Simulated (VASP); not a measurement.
Write the native input for VASP 6.6.1 that does the following.

```yaml
Task: relaxation of cell and atoms
Functional: PBEsol
Potentials_or_basis: VASP PAW PBE potentials, release 64 (Na_pv, H)
Cutoff: 500 eV
k_mesh: 8 × 8 × 6
Occupations: fermi-dirac, width 0.03 eV
Spin: no spin polarisation
Dipole_correction: no
Further_INCAR_settings: ALGO = Normal; EDIFF = 1e-07; IBRION = 2; EDIFFG = -0.01; NSW = 100; ISIF = 3
```

The structure of NaH lies in POSCAR:

```
NaH
1.0
    1.6262494900     -4.6533189300      0.0000000000
    1.6262494900      4.6533189300      0.0000000000
    0.0000000000      0.0000000000      3.5918778100
Na H
2 2
Direct
    0.3868549800      0.6131450200      0.7500000000
    0.6131450200      0.3868549800      0.2500000000
    0.8565043900      0.1434956100      0.2500000000
    0.1434956100      0.8565043900      0.7500000000
```

These files were run (other wordings do the same):

INCAR

```
SYSTEM = NaH
PREC = Accurate
ENCUT = 500
EDIFF = 1E-7
ISMEAR = -1
SIGMA = 0.03
LREAL = .False.
LASPH = .True.
NELM = 120
ALGO = Normal
ISIF = 3
LWAVE = .False.
LCHARG = .False.
GGA = PS
IBRION = 2
NSW = 100
EDIFFG = -0.01
GGA_COMPAT = .False.
NELMIN = 4
```

KPOINTS

```
Automatic mesh
0
Gamma
  8 8 6
  0 0 0
```

Potentials or basis: VASP PAW PBE potentials, release 64 (Na_pv, H).

The run is started by

```bash
$ cat potpaw_PBE.64/Na_pv/POTCAR potpaw_PBE.64/H/POTCAR > POTCAR
$ mpirun -np 1 vasp_std > vasp.out
```

It gave:

```yaml
Relaxed_volume: 14.30 Å³/atom
Relaxed_cell: a = 5.501 Å, b = 5.501 Å, c = 3.398 Å, α = 90.00°, β = 90.00°, γ = 146.20°
Space_group_after_relaxing_to_0.1_Å: Cmcm (No. 63)
Energy_gained_by_relaxing: 62.9 meV/atom
Ionic_steps: 12
Pressure_after_relaxing: 0.0 GPa
Band_gap_on_the_k_mesh: 3.08 eV (least direct gap 3.62 eV)
```

Caveat: the PAW data sets were made with another functional, which shifts forces and pressure a little.

Wall time 2.1 min on 1 thread of Intel(R) Xeon(R) 6975P-C (Granite Rapids), on a shared host, peak memory 0.2 GiB.
